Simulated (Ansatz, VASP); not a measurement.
One calculation of Ti, two programs

```
Ti
1.0
     2.93858    0.00000    0.00000
    -1.46929    2.54489    0.00000
     0.00000    0.00000    4.65043
Ti
2
Direct
  0.33333 0.66667 0.25000
  0.66667 0.33333 0.75000
```

Alike in both runs: task relaxation of cell and atoms; functional PBE; dispersion D3(BJ); k mesh 18 × 18 × 10; occupations gaussian, width 0.1 eV; no spin polarisation.

```csv
,VASP,Ansatz
version,VASP 6.6.1,Ansatz 0.2.0
potentials or method,"VASP PAW PBE potentials, release 64 (Ti_sv), cutoff 600 eV","scalar-relativistic, plane waves, PAW"
valence electrons in the cell,24,24
```

|  | VASP | Ansatz | Ansatz less VASP |
| --- | --- | --- | --- |
| gap on the k mesh at the Fermi level, each at its own relaxed structure (eV) | none | none | - |
| relaxed volume (Å³/atom) | 16.44 | 16.50 | +0.060 |
| relaxed cell length with the largest relative difference (Å) | 2.883 | 2.887 | +0.0038 |

A gap of «none» marks a metal or a gap that the smearing closes.
